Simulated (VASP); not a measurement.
# H (P2_12_12_1) in VASP: a series of runs, part 2 of 2

VASP 6.6.1. Earlier steps stand in the parts before.

### 3 Single point, PBE

The input, INCAR:

```
SYSTEM = H
PREC = Accurate
ENCUT = 520
EDIFF = 1E-6
ISMEAR = 0
SIGMA = 0.02
LREAL = .False.
LASPH = .True.
NELM = 80
ALGO = Normal
ISIF = 2
LWAVE = .False.
LCHARG = .True.
GGA = PE
LELF = .True.
LVHAR = .True.
NBANDS = 14
```

The input, KPOINTS:

```
Automatic mesh
0
Gamma
  4 4 4
  0 0 0
```

The input, POSCAR:

```
H
1.0
    6.7871350256      0.0000000000      0.0000000000
    0.0000000000      6.7223997370      0.0000000000
    0.0000000000      0.0000000000      6.9033646210
H
8
Direct
    0.4290385252      0.6970271869      0.5940938301
    0.9290385252      0.8029728131      0.4059061699
    0.5709614748      0.1970271869      0.9059061699
    0.0709614748      0.3029728131      0.0940938301
    0.5771928453      0.1156029906      0.8316902490
    0.0771928453      0.3843970094      0.1683097510
    0.4228071547      0.6156029906      0.6683097510
    0.9228071547      0.8843970094      0.3316902490
```

Potentials or basis: VASP PAW PBE potentials, release 64 (H).

Started as:

```
cat potpaw_PBE.64/H/POTCAR > POTCAR
mpirun -np 1 vasp_std > vasp.out
```

OUTCAR:

```text
SYSTEM = H
   PREC = Accurate
   ENCUT = 520
   EDIFF = 1E-6
   ISMEAR = 0
   LREAL = .False.
   LASPH = .True.
   NELM = 80
   ISIF = 2
   GGA = PE

 ion  position               nearest neighbor table
   1  0.429  0.697  0.594-   7 0.75
   2  0.929  0.803  0.406-   8 0.75
   3  0.571  0.197  0.906-   5 0.75
   4  0.071  0.303  0.094-   6 0.75
   5  0.577  0.116  0.832-   3 0.75
   6  0.077  0.384  0.168-   4 0.75
   7  0.423  0.616  0.668-   1 0.75
   8  0.923  0.884  0.332-   2 0.75

  LATTYP: Found a simple orthorhombic cell.
 ALAT       =     6.7223997370
 B/A-ratio  =     1.0096297886
 C/A-ratio  =     1.0269196851

  Lattice vectors:

 A1 = (   0.0000000000,  -6.7223997370,   0.0000000000)
 A2 = (   6.7871350256,   0.0000000000,   0.0000000000)
 A3 = (   0.0000000000,   0.0000000000,   6.9033646210)

Analysis of symmetry for initial positions (statically):
=====================================================================
 Subroutine PRICEL returns:
 Original cell was already a primitive cell.

 Routine SETGRP: Setting up the symmetry group for a
 simple orthorhombic supercell.

 Subroutine GETGRP returns: Found  4 space group operations
 (whereof  1 operations were pure point group operations)
 out of a pool of  8 trial point group operations.

The static configuration has the point symmetry C_1 .
 The point group associated with its full space group is D_2 .

Analysis of symmetry for dynamics (positions and initial velocities):
=====================================================================
 Subroutine PRICEL returns:
 Original cell was already a primitive cell.

 Routine SETGRP: Setting up the symmetry group for a
 simple orthorhombic supercell.

 Subroutine GETGRP returns: Found  4 space group operations
 (whereof  1 operations were pure point group operations)
 out of a pool of  8 trial point group operations.

The dynamic configuration has the point symmetry C_1 .
 The point group associated with its full space group is D_2 .

 Subroutine INISYM returns: Found  4 space group operations
 (whereof  1 operations are pure point group operations),
 and found     1 'primitive' translations

----------------------------------------------------------------------------------------

                                     Primitive cell

  volume of cell :     314.9718

  direct lattice vectors                    reciprocal lattice vectors
     6.787135026  0.000000000  0.000000000     0.147337573  0.000000000  0.000000000
     0.000000000  6.722399737  0.000000000     0.000000000  0.148756402  0.000000000
     0.000000000  0.000000000  6.903364621     0.000000000  0.000000000  0.144856900

  length of vectors
     6.787135026  6.722399737  6.903364621     0.147337573  0.148756402  0.144856900

  position of ions in fractional coordinates (direct lattice)
     0.429038525  0.697027187  0.594093830
     0.929038525  0.802972813  0.405906170
     0.570961475  0.197027187  0.905906170
     0.070961475  0.302972813  0.094093830
     0.577192845  0.115602991  0.831690249
     0.077192845  0.384397009  0.168309751
     0.422807155  0.615602991  0.668309751
     0.922807155  0.884397009  0.331690249

  ion indices of the primitive-cell ions
   primitive index   ion index
                 1           1
                 2           2
[... 68 lines left out ...]
 SYSTEM =  H
   PREC   = accura    normal or accurate (medium, high low for compatibility)
   ISTART =      0    job   : 0-new  1-cont  2-samecut
   ICHARG =      2    charge: 1-file 2-atom 10-const
   ISPIN  =      1    spin polarized calculation?
   LNONCOLLINEAR =      F non collinear calculations
   LSORBIT =      F    spin-orbit coupling
   LASPH  =      T    aspherical Exc in radial PAW
   ENCUT  =  520.0 eV  38.22 Ry    6.18 a.u.  12.62 12.50 12.84*2*pi/ulx,y,z
   NELM   =     80;   NELMIN=  2; NELMDL= -5     # of ELM steps
   EDIFF  = 0.1E-05   stopping-criterion for ELM
   LREAL  =      F    real-space projection
   EDIFFG = 0.1E-04   stopping-criterion for IOM
   NSW    =      0    number of steps for IOM
   IBRION =     -1    ionic relax: 0-MD 1-quasi-New 2-CG
   NFREE  =      0    steps in history (QN), initial steepest desc. (CG)
   ISIF   =      2    stress and relaxation
   ISYM   =      2    0-nonsym 1-usesym 2-fastsym
   POTIM  = 0.5000    time-step for ionic-motion
   TEBEG  =    0.0;   TEEND  =   0.0 temperature during run
   PSTRESS=    0.0 pullay stress
   NELECT =       8.0000    total number of electrons
   NUPDOWN=      -1.0000    fix difference up-down
   EMIN   =  10.00;   EMAX   =-10.00  energy-range for DOS
   EFERMI =   0.00;   METHOD = LEGACY
   ISMEAR =     0;   SIGMA  =   0.02  broadening in eV -4-tet -1-fermi 0-gaus
   EFERMI_NEDOS =   21; number of points for ismear=-14 and -15
   IALGO  =     38    algorithm
   IMIX   =      4    mixing-type and parameters
     AMIX     =   0.40;   BMIX     =  1.00
     AMIX_MAG =   1.60;   BMIX_MAG =  1.00
  volume/ion in A,a.u.               =      39.37       265.69
  Fermi-wavevector in a.u.,A,eV,Ry     =   0.481224  0.909382  3.150795  0.231577
  Thomas-Fermi vector in A             =   1.479203
   LORBIT       =      0    0 simple, 1 ext, 2 COOP (PROOUT), +10 PAW based schemes
   GGA     = PE    functional components
   LHFCALC =     F    Hartree Fock is set to
   AEXX    =    0.0000 exact exchange contribution
   IVDW    =     0    specifies the selected vdW correction
   LEPSILON=     F    determine dielectric tensor
   LRPA    =     F    only Hartree local field effects (RPA)
 non-spin polarized calculation
 Gauss-broadening in eV      SIGMA  =   0.02
  energy-cutoff  :      520.00
  volume of cell :      314.97
 maximum number of plane-waves:      8508
   NGX = 25   NGY = 25   NGZ = 25

 number of electron       8.0000003 magnetization

 Free energy of the ion-electron system (eV)
  ---------------------------------------------------
  ext. energy  EPLUGINS =         0.00000000
  ---------------------------------------------------
  free energy    TOTEN  =       -27.11787256 eV

  energy without entropy =      -27.11787256  energy(sigma->0) =      -27.11787256

 E-fermi :  -9.6987     XC(G=0):  -2.8649

 val. band max:       -9.8076281884   @ k =   0.0000   0.0000   0.0000
 cond. band min:      -0.2131066456   @ k =   0.5000   0.0000   0.5000
 fundamental gap:      9.5945215428
 Fermi energy:        -9.6987152930

 k-point     1 :       0.0000    0.0000    0.0000
  band No.  band energies     occupation
      1     -10.1397      2.00000
      2      -9.9568      2.00000
      3      -9.8955      2.00000
      4      -9.8076      2.00000
      5       0.0400      0.00000
      6       0.5533      0.00000
      7       0.6054      0.00000
      8       1.0913      0.00000
      9       1.1166      0.00000
     10       1.5028      0.00000
     11       2.1461      0.00000
     12       2.1622      0.00000
     13       3.1909      0.00000
     14       3.5971      0.00000
[... 377 lines left out ...]
      1     -10.0171      2.00000
      2     -10.0171      2.00000
      3      -9.8820      2.00000
      4      -9.8820      2.00000
      5      -0.1426      0.00000
      6      -0.1426      0.00000
      7       0.7269      0.00000
      8       0.7269      0.00000
      9       1.4874      0.00000
     10       1.4874      0.00000
     11       2.2080      0.00000
     12       2.2080      0.00000
     13       3.6308      0.00000
     14       3.6308      0.00000

 [... further k-points ...]

------------------------ aborting loop because EDIFF is reached ----------------------------------------

  FORCE on cell =-STRESS in cart. coord.  units (eV):
  Direction    XX          YY          ZZ          XY          YZ          ZX
  --------------------------------------------------------------------------------------
  -------------------------------------------------------------------------------------
  Total       -0.1685999     -0.2180508     -0.1840566      0.0000000      0.0000000      0.0000000
  in kB       -0.8576226     -1.1091663     -0.9362468      0.0000000      0.0000000      0.0000000
  external PRESSURE =      -0.9676786 kB  Pullay stress =       0.0000000 kB

 VOLUME and BASIS-vectors are now :
 -----------------------------------------------------------------------------
  energy-cutoff  :      520.00
  volume of cell :      314.97
      direct lattice vectors                 reciprocal lattice vectors
     6.787135026  0.000000000  0.000000000     0.147337573  0.000000000  0.000000000
     0.000000000  6.722399737  0.000000000     0.000000000  0.148756402  0.000000000
     0.000000000  0.000000000  6.903364621     0.000000000  0.000000000  0.144856900

 POSITION                                       TOTAL-FORCE (eV/Angst)
 -----------------------------------------------------------------------------------
      2.91194      4.68570      4.10125        -0.001510     -0.013604      0.012704
      6.30551      5.39790      2.80212        -0.001510      0.013604     -0.012704
      3.87519      1.32450      6.25380         0.001510     -0.013604     -0.012704
      0.48163      2.03670      0.64956         0.001510      0.013604      0.012704
      3.91749      0.77713      5.74146        -0.002522      0.014273      0.013379
      0.52392      2.58407      1.16190        -0.002522     -0.014273     -0.013379
      2.86965      4.13833      4.61359         0.002522      0.014273     -0.013379
      6.26322      5.94527      2.28978         0.002522     -0.014273      0.013379
 -----------------------------------------------------------------------------------
    total drift:                               -0.000000      0.000000      0.000000

  FREE ENERGIE OF THE ION-ELECTRON SYSTEM (eV)
  ---------------------------------------------------
  free  energy   TOTEN  =       -27.1178725625 eV

  energy  without entropy=      -27.1178725625  energy(sigma->0) =      -27.11787256
```

Wall time 3.4 min (1 thread of Intel Xeon 8259CL, shared host); peak memory 0.38 GiB.

What came out:

- Free energy: -27.1179 eV
- Pressure: -0.1 GPa
- Largest force: 0.020 eV/Å
- Band gap on the k mesh: 9.59 eV (least direct gap 9.64 eV)

Forces in eV/Å, atoms in the order of the input:
```
H   -0.002 -0.014  0.013
H   -0.002  0.014 -0.013
H    0.002 -0.014 -0.013
H    0.002  0.014  0.013
H   -0.003  0.014  0.013
H   -0.003 -0.014 -0.013
H    0.003  0.014 -0.013
H    0.003 -0.014  0.013
```

Levels at points of the mesh, in eV from the valence-band top:
| k point | band 2 | band 3 | band 4 | band 5 | band 6 | band 7 |
| --- | --- | --- | --- | --- | --- | --- |
| (0.00, 0.00, 0.00) | -0.15 | -0.09 | 0.00 | 9.85 | 10.36 | 10.41 |
| (0.50, 0.00, 0.00) | -0.24 | -0.04 | -0.04 | 9.99 | 9.99 | 10.38 |
| (0.00, 0.50, 0.00) | -0.21 | -0.07 | -0.07 | 9.86 | 9.86 | 10.60 |
| (0.50, 0.50, 0.00) | -0.16 | -0.12 | -0.12 | 9.95 | 9.95 | 10.43 |
| (0.00, 0.00, 0.50) | -0.26 | -0.02 | -0.02 | 9.75 | 9.75 | 10.61 |
| (0.50, 0.00, 0.50) | -0.24 | -0.05 | -0.05 | 9.59 | 9.59 | 11.02 |
| (0.00, 0.50, 0.50) | -0.21 | -0.08 | -0.08 | 9.65 | 9.65 | 10.47 |
| (0.50, 0.50, 0.50) | -0.14 | -0.14 | -0.14 | 9.96 | 9.96 | 9.96 |

Caveat: this functional lacks dispersion, which holds the molecules together, so the pressure and a relaxed volume are unreliable. A k mesh can miss the band edges.
